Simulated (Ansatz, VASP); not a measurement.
**Sn3Se: VASP beside Ansatz**

```
Sn Se
1.0
     0.00000    3.73314    3.73314
     3.73314    0.00000    3.73314
     3.73314    3.73314    0.00000
Sn Se
3 1
Direct
  0.50000 0.50000 0.50000
  0.75000 0.75000 0.75000
  0.25000 0.25000 0.25000
  0.00000 0.00000 0.00000
```

Alike in both runs: task single point; functional PBEsol; k mesh 4 × 4 × 4; occupations fermi-dirac, width 0.03 eV; no spin polarisation.

|  | VASP | Ansatz |
| --- | --- | --- |
| version | VASP 6.6.1 | Ansatz 0.2.0 |
| potentials or method | VASP PAW PBE potentials, release 64 (Sn_d, Se), cutoff 520 eV | all-electron LAPW, scalar-relativistic |

```csv
,VASP,Ansatz,Ansatz less VASP
gap on the k mesh at the Fermi level (eV),none,none,-
pressure (GPa),-3.8,-3.8,+0.02
```

VASP's potentials were made for PBE, not for PBEsol. A gap of «none» marks a metal or a gap that the smearing closes. Ansatz ran all-electron here, and VASP with PAW potentials.

The k mesh is coarse, so the values compare programs but aren't converged. Noted on Ansatz's run: the k mesh is thin for a metal, which can move the energy by tens of meV per atom.
